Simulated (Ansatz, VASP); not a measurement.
# K: VASP beside Ansatz

```
CELL_PARAMETERS angstrom
0.00000 3.33415 3.33415
3.33415 0.00000 3.33415
3.33415 3.33415 0.00000
ATOMIC_POSITIONS crystal
K 0.00000 0.00000 0.00000
```

Alike in both runs: functional PBE; k mesh 8 × 8 × 8; occupations fermi-dirac, width 0.1 eV; no spin polarisation.

Ansatz relaxed the structure, and its values are those at the end. VASP's run is a single point on that final structure, the one shown.

|  | VASP | Ansatz |
| --- | --- | --- |
| version | VASP 6.6.1 | Ansatz 0.2.0 |
| potentials or method | VASP PAW PBE potentials, release 64 (K_sv), cutoff 520 eV | plane waves (420 eV) with PAW, scalar-relativistic |
| valence electrons in the cell | 9 | 9 |

```csv
,VASP,Ansatz,Ansatz less VASP
pressure (GPa),0.0,0.0,+0.01
```
